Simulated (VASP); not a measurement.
The system is Sb.

```
Sb
1.0
     2.12509    1.22692    3.70721
    -2.12509    1.22692    3.70721
     0.00000   -2.45384    3.70721
Sb
2
Cartesian
  0.0000 0.0000 8.5248
  0.0000 0.0000 2.5968
```

Base run:

```yaml
Program: VASP 6.6.1
Functional: RPBE
Dispersion: D4
Potentials_or_basis: VASP PAW PBE potentials, release 64 (Sb)
Cutoff: 520 eV
k_mesh: 8 × 8 × 8
Occupations: fermi-dirac, width 0.05 eV
Spin: no spin polarisation
```

Its results: band gap on the k mesh zero (band 5 reaches 8.03 eV, above the bottom of band 6 at 7.75 eV); pressure 1.2 GPa; largest force 0.499 eV/Å.

Problem. The run is repeated on the same cell with these changes: functional from RPBE to r2SCAN; dispersion from D4 to none. What comes out?

Solution. Band gap on the k mesh zero (band 5 reaches 7.97 eV, above the bottom of band 6 at 7.74 eV); pressure 4.6 GPa; largest force 0.287 eV/Å.

Several settings changed at once, so the effect can't be laid on one alone.

Caveats: the PAW data sets were made with another functional, which shifts forces and pressure a little; spin-orbit coupling is left out, which moves the levels of the heavy elements; pairwise dispersion overbinds metals, which lowers pressure and volume (some runs).
